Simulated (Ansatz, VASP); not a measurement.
## Two plane-wave programs on AlN

```xyz
2
Lattice="0.0000 2.2987 2.1840 2.2987 0.0000 2.1840 2.2987 2.2987 0.0000" Properties=species:S:1:pos:R:3 pbc="T T T"
Al    0.0000    0.0000    0.0000
N     3.4480    3.4480    3.2760
```

Change from the starting cell: strain +0.0525 x Voigt [1, 1, 0, 0, 0, 0], atoms carried along.

Alike in both runs: task single point; functional r2SCAN; k mesh 10 × 10 × 10; occupations gaussian, width 0.05 eV; no spin polarisation.

```csv
,VASP,Ansatz
version,VASP 6.6.1,Ansatz 0.2.0
potentials or method,"VASP PAW PBE potentials, release 64 (Al, N), cutoff 520 eV","scalar-relativistic, plane waves, PAW"
valence electrons in the cell,8,8
```

Ansatz gave:

- gap on the k mesh at the Fermi level (eV): 3.60
- least direct gap on the mesh (eV): 3.79
- pressure (GPa): -17.6
- traceless stress, the component that is largest in VASP (GPa): 4.56

Task: Which values does VASP return?

Result: gap on the k mesh at the Fermi level (eV): 3.60; least direct gap on the mesh (eV): 3.82; pressure (GPa): -18.0; traceless stress, the component that is largest in VASP (GPa): 4.58.

VASP's potentials were made for PBE, not for r2SCAN.
